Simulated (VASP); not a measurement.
Here is a VASP 6.6.1 calculation.

The input INCAR:

```
SYSTEM = Te
PREC     = Accurate       ! precision mode
ENCUT    = 520            ! plane-wave cutoff, eV
EDIFF    = 1E-6           ! SCF threshold, eV
ISMEAR   = -1             ! smearing method
SIGMA    = 0.15           ! smearing width, eV
LREAL    = .FALSE.        ! projectors in reciprocal space
LASPH    = .TRUE.         ! aspherical terms in the spheres
NELM     = 100            ! most SCF steps
ALGO     = Normal         ! electronic algorithm
ISIF     = 2              ! what is computed and relaxed
LWAVE    = .FALSE.        ! write WAVECAR
LCHARG   = .FALSE.        ! write CHGCAR
GGA      = PS             ! functional
NBANDS   = 16             ! bands
```

Contents of KPOINTS:

```
Automatic mesh
0
G
  12 12 8
  0 0 0
```

Contents of POSCAR:

```
Te
1.0
    3.8612468061     -2.2270498993      0.0290728412
    3.8612468061      2.2270498993      0.0290728412
   -0.0452932328      0.0000000000      5.4630446205
Te
3
Direct
    0.6666543329      0.6666543329      0.6666535571
    0.3333456671      0.3333456671      0.3333464429
    0.0000000000      0.0000000000      0.0000000000
```

Potentials or basis: VASP PAW PBE potentials, release 64 (Te).

The run is started by

```console
$ cat potpaw_PBE.64/Te/POTCAR > POTCAR
$ mpirun -np 1 vasp_std > vasp.out
```

Problem. Estimate the pressure.

Solution. 0.0 GPa.

Problem. Estimate the band gap on the k mesh.

Solution. Zero (bands 9 and 10 overlap by 1.67 eV).

Caveat: the PAW data sets were made with another functional, which shifts forces and pressure a little; spin-orbit coupling is left out, which moves the levels of the heavy elements.
